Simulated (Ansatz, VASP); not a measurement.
## ZnSe in VASP and in Ansatz

```xyz
2
Lattice="0.0000 2.9042 2.9042 2.9042 0.0000 2.9042 2.9042 2.9042 0.0000" Properties=species:S:1:pos:R:3 pbc="T T T"
Zn    0.0000    0.0000    0.0000
Se    1.4521    1.4521    1.4521
```

Alike in both runs: task single point; functional PBE; k mesh 8 × 8 × 8; occupations gaussian, width 0.05 eV; no spin polarisation.

```csv
,VASP,Ansatz
version,VASP 6.6.1,Ansatz 0.2.0
potentials or method,"VASP PAW PBE potentials, release 64 (Zn, Se), cutoff 520 eV","scalar-relativistic, plane waves, PAW"
valence electrons in the cell,18,28
```

|  | VASP | Ansatz | Ansatz less VASP |
| --- | --- | --- | --- |
| gap on the k mesh at the Fermi level (eV) | 1.00 | 1.00 | 0.000 |
| least direct gap on the mesh (eV) | 1.00 | 1.00 | 0.000 |
| pressure (GPa) | -1.9 | -2.0 | -0.18 |

The functional is the same, so the differences come from potentials, cutoffs and numerics. VASP's potentials hold 18 valence electrons a cell and Ansatz's 28, so a difference there can come from the potentials and not from the codes.
